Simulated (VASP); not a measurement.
Write the native input for VASP 6.6.1 that does the following.

```
Task                   : single point
Functional             : PBEsol
Potentials or basis    : VASP PAW PBE potentials, release 64 (Li_sv)
Cutoff                 : 520 eV
k mesh                 : 12 × 12 × 12
Occupations            : fermi-dirac, width 0.05 eV
Spin                   : no spin polarisation
Dipole correction      : no
Further INCAR settings : ALGO = Normal; EDIFF = 1e-07; NBANDS = 12
```

The structure of Li lies in POSCAR:

```
Li
1.0
    1.5039839967      0.8683255653      7.5883000000
   -1.5039839967      0.8683255653      7.5883000000
    0.0000000000     -1.7366511308      7.5883000000
Li
3
Direct
    0.0000000000      0.0000000000      0.0000000000
    0.2220000000      0.2220000000      0.2220000000
    0.7780000000      0.7780000000      0.7780000000
```

This cell differs from its parent crystal: equal xx and yy strain of -3 %.

The input as run:

INCAR

```
PREC     = Accurate       # precision mode
ENCUT    = 520            # plane-wave cutoff, eV
EDIFF    = 1E-7           # SCF threshold, eV
ISMEAR   = -1             # smearing method
SIGMA    = 0.05           # smearing width, eV
LREAL    = F              # projectors in reciprocal space
LASPH    = T              # aspherical terms in the spheres
NELM     = 80             # most SCF steps
ALGO     = Normal         # electronic algorithm
ISIF     = 2              # what is computed and relaxed
LWAVE    = F              # write WAVECAR
LCHARG   = T              # write CHGCAR
GGA      = PS             # functional
LELF     = T              # ELF
LVHAR    = T            
NBANDS   = 12             # bands
```

KPOINTS

```
Automatic mesh
0
Gamma
  12 12 12
```

Potentials or basis: VASP PAW PBE potentials, release 64 (Li_sv).

Run with:

```bash
$ cat potpaw_PBE.64/Li_sv/POTCAR > POTCAR
$ mpirun -np 1 vasp_std > vasp.out
```

It gave:

- Largest force: 0.010 eV/Å
- Band gap on the k mesh: zero (an odd number of electrons rules out a gap without spin polarisation)

Caveat: the cell differs from its parent crystal (equal xx and yy strain of -3 %); the PAW data sets were made with another functional, which shifts forces and pressure a little.

Wall time 11 min on 1 thread of Intel(R) Xeon(R) Platinum 8259CL CPU @ 2.50GHz (Skylake/Cascade Lake), with other jobs on the host, peak memory 0.5 GiB.
